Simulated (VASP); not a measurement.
Runs of VASP 6.6.1 on Hf. The structure is that of space group Fm-3m (No. 225), or close to it. The cells are those of the table. 

```tsv
cell	gap on the mesh (eV)	pressure (GPa)
a = 3.223, b = 3.223, c = 3.140 Å, angles 60.9, 60.9, 58.3°, 1 atom	none	-6.7
a = 3.211, b = 3.211, c = 3.140 Å, angles 60.7, 60.7, 58.5°, 1 atom	none	(b)
a = 3.235, b = 3.235, c = 3.140 Å, angles 61.0, 61.0, 58.1°, 1 atom	none	-7.3
a = 3.116, b = 3.116, c = 3.140 Å, angles 59.8, 59.8, 60.5°, 1 atom	none	(a)
a = 3.187, b = 3.187, c = 3.140 Å, angles 60.5, 60.5, 59.0°, 1 atom	none	-4.8
```

Alike in all rows: task single point; level PBEsol; potentials or basis VASP PAW PBE potentials, release 64 (Hf_pv); no spin polarisation; k mesh 18 × 18 × 18; cutoff (eV) 520; smearing gaussian 0.15 eV.

Problem. Fill in the values left out.

Solution. (a) -0.3; (b) -6.1.

Caveats: the PAW data sets were made with another functional, which shifts forces and pressure a little; spin-orbit coupling is left out, which moves the levels of the heavy elements; the cell stands under tension (at least some runs).

A k mesh can miss the band edges, and the runs leave out spin-orbit coupling on Hf.

A gap of «none» marks levels without a gap at the run's occupations.
